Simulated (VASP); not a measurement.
# Cr2O3 (R-3c) in VASP: single point with PBE

Aim: the single point of Cr2O3 with PBE.

Program: VASP 6.6.1. These are calculated values, not measurements. Logs are shortened: lines on timing, memory, paths and dates and some standing lists are left out, and cuts for length are marked.

### 1 The cell of the first run

It takes space group R-3c (No. 167, trigonal). Conventional cell: a = 4.853 Å, b = 4.853 Å, c = 12.862 Å, α = 90.00°, β = 90.00°, γ = 120.00°. Cr (site symmetry 3) has 6 O at 1.89 to 1.97 Å within 2.5 Å. O (site symmetry 2) has 4 Cr at 1.89 to 1.97 Å and 8 O at 2.55 to 2.73 Å within 2.8 Å.

### 2 Single point, PBE, collinear spin, ferromagnetic start (8.74 Å³/atom)

The input, INCAR:

```
PREC = Accurate
ENCUT = 520
EDIFF = 1E-7
ISMEAR = 0
SIGMA = 0.02
LREAL = F
LASPH = T
NELM = 150
ALGO = Normal
ISIF = 2
LWAVE = F
LCHARG = F
ISPIN = 2
MAGMOM = 2.68 2.68 2.68 2.68 0 0 0 0 0 0
LORBIT = 11
LMAXMIX = 4
GGA = PE
NBANDS = 57
```

The input, KPOINTS:

```
Automatic mesh
0
Gamma
  6 6 6
```

The input, POSCAR:

```
Cr2O3
1.0
    2.4264125849      1.4008899590      4.2873956652
   -2.4264125849      1.4008899590      4.2873956652
    0.0000000000     -2.8017799181      4.2873956652
Cr O
4 6
Direct
    0.3517100951      0.3517100951      0.3517100951
    0.1482899049      0.1482899049      0.1482899049
    0.6482899049      0.6482899049      0.6482899049
    0.8517100951      0.8517100951      0.8517100951
    0.5529031619      0.9470968381      0.2500000000
    0.2500000000      0.5529031619      0.9470968381
    0.9470968381      0.2500000000      0.5529031619
    0.4470968381      0.0529031619      0.7500000000
    0.7500000000      0.4470968381      0.0529031619
    0.0529031619      0.7500000000      0.4470968381
```

Potentials or basis: VASP PAW PBE potentials, release 64 (Cr_pv, O).

The run is started by

```
$ cat potpaw_PBE.64/Cr_pv/POTCAR potpaw_PBE.64/O/POTCAR > POTCAR
$ mpirun -np 1 vasp_std > vasp.out
```

OUTCAR:

```text
PREC = Accurate
   ENCUT = 520
   EDIFF = 1E-7
   ISMEAR = 0
   LREAL = F
   LASPH = T
   NELM = 150
   ISIF = 2
   ISPIN = 2
   LORBIT = 11
   GGA = PE

 ion  position               nearest neighbor table
   1  0.352  0.352  0.352-   9 1.89   8 1.89  10 1.89   7 1.97   6 1.97   5 1.97   2 2.62   3 2.84
                             3 2.84   3 2.84
   2  0.148  0.148  0.148-  10 1.89   8 1.89   9 1.89   6 1.97   7 1.97   5 1.97   1 2.62   4 2.84
                             4 2.84   4 2.84
   3  0.648  0.648  0.648-   6 1.89   5 1.89   7 1.89  10 1.97   9 1.97   8 1.97   4 2.62   1 2.84
                             1 2.84   1 2.84
   4  0.852  0.852  0.852-   7 1.89   5 1.89   6 1.89   9 1.97  10 1.97   8 1.97   3 2.62   2 2.84
                             2 2.84   2 2.84
   5  0.553  0.947  0.250-   3 1.89   4 1.89   1 1.97   2 1.97
   6  0.250  0.553  0.947-   3 1.89   4 1.89   2 1.97   1 1.97
   7  0.947  0.250  0.553-   4 1.89   3 1.89   1 1.97   2 1.97
   8  0.447  0.053  0.750-   1 1.89   2 1.89   3 1.97   4 1.97
   9  0.750  0.447  0.053-   1 1.89   2 1.89   4 1.97   3 1.97
  10  0.053  0.750  0.447-   2 1.89   1 1.89   3 1.97   4 1.97

  LATTYP: Found a trigonal (rhomboedric) cell.
 ALAT       =     5.1216923277
 COS(alpha) =     0.5511178625

  Lattice vectors:

 A1 = (   2.4264125849,   1.4008899590,   4.2873956652)
 A2 = (  -2.4264125849,   1.4008899590,   4.2873956652)
 A3 = (   0.0000000000,  -2.8017799181,   4.2873956652)

Analysis of symmetry for initial positions (statically):
=====================================================================
 Subroutine PRICEL returns:
 Original cell was already a primitive cell.

 Routine SETGRP: Setting up the symmetry group for a
 trigonal (rhombohedral) supercell.

 Subroutine GETGRP returns: Found 12 space group operations
 (whereof  6 operations were pure point group operations)
 out of a pool of 12 trial point group operations.

The static configuration has the point symmetry S_6 .
 The point group associated with its full space group is D_3d.

Analysis of symmetry for dynamics (positions and initial velocities):
=====================================================================
 Subroutine PRICEL returns:
 Original cell was already a primitive cell.

 Routine SETGRP: Setting up the symmetry group for a
 trigonal (rhombohedral) supercell.

 Subroutine GETGRP returns: Found 12 space group operations
 (whereof  6 operations were pure point group operations)
 out of a pool of 12 trial point group operations.

The dynamic configuration has the point symmetry S_6 .
 The point group associated with its full space group is D_3d.

Analysis of structural, dynamic, and magnetic symmetry:
=====================================================================
 Subroutine PRICEL returns:
 Original cell was already a primitive cell.

 Routine SETGRP: Setting up the symmetry group for a
 trigonal (rhombohedral) supercell.

 Subroutine GETGRP returns: Found 12 space group operations
 (whereof  6 operations were pure point group operations)
 out of a pool of 12 trial point group operations.

The overall configuration has the point symmetry S_6 .
 The point group associated with its full space group is D_3d.

 Subroutine INISYM returns: Found 12 space group operations
 (whereof  6 operations are pure point group operations),
 and found     1 'primitive' translations

----------------------------------------------------------------------------------------

                                     Primitive cell

  volume of cell :      87.4407

  direct lattice vectors                    reciprocal lattice vectors
     2.426412585  1.400889959  4.287395665     0.206065532  0.118971990  0.077747276
    -2.426412585  1.400889959  4.287395665    -0.206065532  0.118971990  0.077747276
     0.000000000 -2.801779918  4.287395665     0.000000000 -0.237943981  0.077747276

  length of vectors
     5.121692328  5.121692328  5.121692328     0.250323744  0.250323744  0.250323744

  position of ions in fractional coordinates (direct lattice)
     0.351710095  0.351710095  0.351710095
     0.148289905  0.148289905  0.148289905
     0.648289905  0.648289905  0.648289905
[... 85 lines left out ...]
   ICHARG =      2    charge: 1-file 2-atom 10-const
   ISPIN  =      2    spin polarized calculation?
   LNONCOLLINEAR =      F non collinear calculations
   LSORBIT =      F    spin-orbit coupling
   LASPH  =      T    aspherical Exc in radial PAW
   ENCUT  =  520.0 eV  38.22 Ry    6.18 a.u.   9.52  9.52  9.52*2*pi/ulx,y,z
   NELM   =    150;   NELMIN=  2; NELMDL= -5     # of ELM steps
   EDIFF  = 0.1E-06   stopping-criterion for ELM
   LREAL  =      F    real-space projection
   EDIFFG = 0.1E-05   stopping-criterion for IOM
   NSW    =      0    number of steps for IOM
   IBRION =     -1    ionic relax: 0-MD 1-quasi-New 2-CG
   NFREE  =      0    steps in history (QN), initial steepest desc. (CG)
   ISIF   =      2    stress and relaxation
   ISYM   =      2    0-nonsym 1-usesym 2-fastsym
   POTIM  = 0.5000    time-step for ionic-motion
   TEBEG  =    0.0;   TEEND  =   0.0 temperature during run
   PSTRESS=    0.0 pullay stress
   NELECT =      84.0000    total number of electrons
   NUPDOWN=      -1.0000    fix difference up-down
   EMIN   =  10.00;   EMAX   =-10.00  energy-range for DOS
   EFERMI =   0.00;   METHOD = LEGACY
   ISMEAR =     0;   SIGMA  =   0.02  broadening in eV -4-tet -1-fermi 0-gaus
   EFERMI_NEDOS =   21; number of points for ismear=-14 and -15
   IALGO  =     38    algorithm
   IMIX   =      4    mixing-type and parameters
     AMIX     =   0.40;   BMIX     =  1.00
     AMIX_MAG =   1.60;   BMIX_MAG =  1.00
  volume/ion in A,a.u.               =       8.74        59.01
  Fermi-wavevector in a.u.,A,eV,Ry     =   1.615338  3.052546 35.501914  2.609317
  Thomas-Fermi vector in A             =   2.710102
   LORBIT       =     11    0 simple, 1 ext, 2 COOP (PROOUT), +10 PAW based schemes
   GGA     = PE    functional components
   LHFCALC =     F    Hartree Fock is set to
   AEXX    =    0.0000 exact exchange contribution
   IVDW    =     0    specifies the selected vdW correction
   LEPSILON=     F    determine dielectric tensor
   LRPA    =     F    only Hartree local field effects (RPA)
 spin polarized calculation
 Gauss-broadening in eV      SIGMA  =   0.02
  energy-cutoff  :      520.00
  volume of cell :       87.44
 maximum number of plane-waves:      2377
 NGX is ok and might be reduce to    40
   NGX = 19   NGY = 19   NGZ = 19

 number of electron      84.0000021 magnetization       8.9507121

 number of electron      84.0000021 magnetization      11.9999399

 Free energy of the ion-electron system (eV)
  ---------------------------------------------------
  ext. energy  EPLUGINS =         0.00000000
  ---------------------------------------------------
  free energy    TOTEN  =       -86.02362120 eV

  energy without entropy =      -86.02362120  energy(sigma->0) =      -86.02362120

 E-fermi :   9.1889     XC(G=0): -12.6721

 val. band max:        8.9868116931   @ k =   0.0000   0.0000   0.0000
 cond. band min:       9.3513086976   @ k =  -0.3333   0.3333   0.0000
 fundamental gap:      0.3644970045
 Fermi energy:         9.1889011919

 spin component 1

 k-point     1 :       0.0000    0.0000    0.0000
  band No.  band energies     occupation
      1     -36.0409      1.00000
      2     -35.9974      1.00000
      3     -35.9974      1.00000
      4     -35.9747      1.00000
      5     -35.9614      1.00000
      6     -35.9614      1.00000
[... 1357 lines left out ...]
     53      11.4888      0.00000
     54      11.7767      0.00000

 [... further k-points ...]

 spin component 2

 k-point     1 :       0.0000    0.0000    0.0000
  band No.  band energies     occupation
      1     -33.1352      1.00000
      2     -33.1183      1.00000
      3     -33.1183      1.00000
      4     -33.0695      1.00000
      5     -33.0695      1.00000
      6     -33.0488      1.00000
[... 1357 lines left out ...]
     53      13.1122      0.00000
     54      13.2302      0.00000

 [... further k-points ...]

 [bands above 54 left out]

------------------------ aborting loop because EDIFF is reached ----------------------------------------

  FORCE on cell =-STRESS in cart. coord.  units (eV):
  Direction    XX          YY          ZZ          XY          YZ          ZX
  --------------------------------------------------------------------------------------
  -------------------------------------------------------------------------------------
  Total       20.6171395     20.6171395     20.5117510      0.0000000     -0.0000000     -0.0000000
  in kB      377.7682937    377.7682937    375.8372588      0.0000000     -0.0000000     -0.0000000
  external PRESSURE =     377.1246154 kB  Pullay stress =       0.0000000 kB

 VOLUME and BASIS-vectors are now :
 -----------------------------------------------------------------------------
  energy-cutoff  :      520.00
  volume of cell :       87.44
      direct lattice vectors                 reciprocal lattice vectors
     2.426412585  1.400889959  4.287395665     0.206065532  0.118971990  0.077747276
    -2.426412585  1.400889959  4.287395665    -0.206065532  0.118971990  0.077747276
     0.000000000 -2.801779918  4.287395665     0.000000000 -0.237943981  0.077747276

 POSITION                                       TOTAL-FORCE (eV/Angst)
 -----------------------------------------------------------------------------------
      0.00000     -0.00000      4.52376        -0.000000     -0.000000      0.016468
      0.00000     -0.00000      1.90733        -0.000000      0.000000     -0.016468
      0.00000     -0.00000      8.33843        -0.000000      0.000000     -0.016468
      0.00000     -0.00000     10.95485        -0.000000     -0.000000      0.016468
     -0.95648      1.40089      7.50294         0.011634      0.000000     -0.000000
     -0.73497     -1.52878      7.50294        -0.005817      0.010075     -0.000000
      1.69144      0.12789      7.50294        -0.005817     -0.010075     -0.000000
      0.95648     -1.40089      5.35924        -0.011634      0.000000     -0.000000
      0.73497      1.52878      5.35924         0.005817     -0.010075     -0.000000
     -1.69144     -0.12789      5.35924         0.005817      0.010075     -0.000000
 -----------------------------------------------------------------------------------
    total drift:                               -0.000000     -0.000000     -0.000000

  FREE ENERGIE OF THE ION-ELECTRON SYSTEM (eV)
  ---------------------------------------------------
  free  energy   TOTEN  =       -86.0236212009 eV

  energy  without entropy=      -86.0236212009  energy(sigma->0) =      -86.02362120

 total charge

# of ion       s       p       d       tot
------------------------------------------
    1        0.331   6.424   4.223  10.978
    2        0.331   6.424   4.223  10.978
    3        0.331   6.424   4.223  10.978
    4        0.331   6.424   4.223  10.978
    5        1.563   3.562   0.000   5.125
    6        1.563   3.562   0.000   5.125
    7        1.563   3.562   0.000   5.125
    8        1.563   3.562   0.000   5.125
    9        1.563   3.562   0.000   5.125
   10        1.563   3.562   0.000   5.125
--------------------------------------------------
tot         10.701  47.071  16.891  74.664

 magnetization (x)

# of ion       s       p       d       tot
------------------------------------------
    1        0.028   0.039   2.772   2.839
    2        0.028   0.039   2.772   2.839
    3        0.028   0.039   2.772   2.839
    4        0.028   0.039   2.772   2.839
    5       -0.001   0.019   0.000   0.018
    6       -0.001   0.019   0.000   0.018
    7       -0.001   0.019   0.000   0.018
    8       -0.001   0.019   0.000   0.018
    9       -0.001   0.019   0.000   0.018
   10       -0.001   0.019   0.000   0.018
--------------------------------------------------
tot          0.106   0.268  11.088  11.461
```

Run time: 12 min. Hardware: 1 thread of Intel Xeon 8259CL, shared host; peak memory 0.42 GiB.

What came out:

```
Free energy                                           : -86.0236 eV
Pressure                                              : 37.7 GPa
Largest force                                         : 0.016 eV/Å
Band gap on the k mesh                                : 0.36 eV (least direct gap 0.63 eV)
Net moment                                            : 12.00 μB per cell
Site moments                                          : Cr +2.84; O +0.02 μB
Valence electrons inside the program's atomic spheres : Cr 10.98; O 5.12
```

Forces on the atoms (eV/Å):
```
Cr   0.000  0.000  0.016
Cr   0.000  0.000 -0.016
Cr   0.000  0.000 -0.016
Cr   0.000  0.000  0.016
O    0.012  0.000  0.000
O   -0.006  0.010  0.000
O   -0.006 -0.010  0.000
O   -0.012  0.000  0.000
O    0.006 -0.010  0.000
O    0.006  0.010  0.000
```

Stress tensor (GPa, compression positive):
```
37.78  0.00  0.00
 0.00 37.78  0.00
 0.00  0.00 37.58
```

Levels at points of the mesh, in eV from the valence-band top:
Spin up:
```
           k point  band 44  band 45  band 46  band 47  band 48  band 49  band 50  band 51  band 52  band 53
(0.00, 0.00, 0.00)    -1.19    -0.31    -0.26    -0.26     0.00     1.55     1.55     1.57     1.57     2.95
(0.50, 0.00, 0.00)    -0.84    -0.65    -0.65    -0.55    -0.55     1.94     1.94     2.26     2.26     2.40
(0.50, 0.50, 0.00)    -0.92    -0.65    -0.41    -0.30    -0.29     1.34     1.56     1.70     2.18     2.40
(0.50, 0.50, 0.50)    -0.83    -0.83    -0.83    -0.77    -0.77     2.03     2.03     2.03     2.03     2.69
```
Spin down:
| k point | band 34 | band 35 | band 36 | band 37 | band 38 | band 39 |
| --- | --- | --- | --- | --- | --- | --- |
| (0.00, 0.00, 0.00) | -3.47 | -3.47 | -3.22 | 0.66 | 1.07 | 1.07 |
| (0.50, 0.00, 0.00) | -4.58 | -3.55 | -3.55 | 0.59 | 0.59 | 1.57 |
| (0.50, 0.50, 0.00) | -4.24 | -4.01 | -3.62 | 0.67 | 0.88 | 1.03 |
| (0.50, 0.50, 0.50) | -4.18 | -4.18 | -4.18 | 1.62 | 1.62 | 1.62 |

Caveat: the cell stands under pressure; semilocal functionals underestimate gaps, and a narrow one can read as zero; the run started ferromagnetic, and an antiferromagnetic order may lie lower in energy. A k mesh can miss the band edges.
